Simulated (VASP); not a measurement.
A run of VASP 6.6.1 is set up as follows.

INCAR

```
ALGO     = Normal         # electronic algorithm
EDIFF    = 1E-6           # SCF threshold, eV
ENCUT    = 520            # plane-wave cutoff, eV
GGA      = PE             # functional
ISIF     = 2              # what is computed and relaxed
ISMEAR   = -1             # smearing method
LASPH    = T              # aspherical terms in the spheres
LCHARG   = T              # write CHGCAR
LELF     = T              # ELF
LREAL    = F              # projectors in reciprocal space
LVHAR    = T            
LWAVE    = F              # write WAVECAR
NBANDS   = 8              # bands
NELM     = 80             # most SCF steps
PREC     = Accurate       # precision mode
SIGMA    = 0.1            # smearing width, eV
```

The input KPOINTS:

```
k-points
0
Gamma
  15 15 15
```

Contents of POSCAR:

```
Sb
1.0
   -1.8270417845      1.8270417845      1.8270417845
    1.8270417845     -1.8270417845      1.8270417845
    1.8270417845      1.8270417845     -1.8270417845
Sb
1
Direct
    0.0000000000      0.0000000000      0.0000000000
```

Potentials or basis: VASP PAW PBE potentials, release 64 (Sb).

Launch:

```bash
$ cat potpaw_PBE.64/Sb/POTCAR > POTCAR
$ mpirun -np 1 vasp_std > vasp.out
```

Problem. What does it give for the pressure?

Solution. 8.3 GPa.
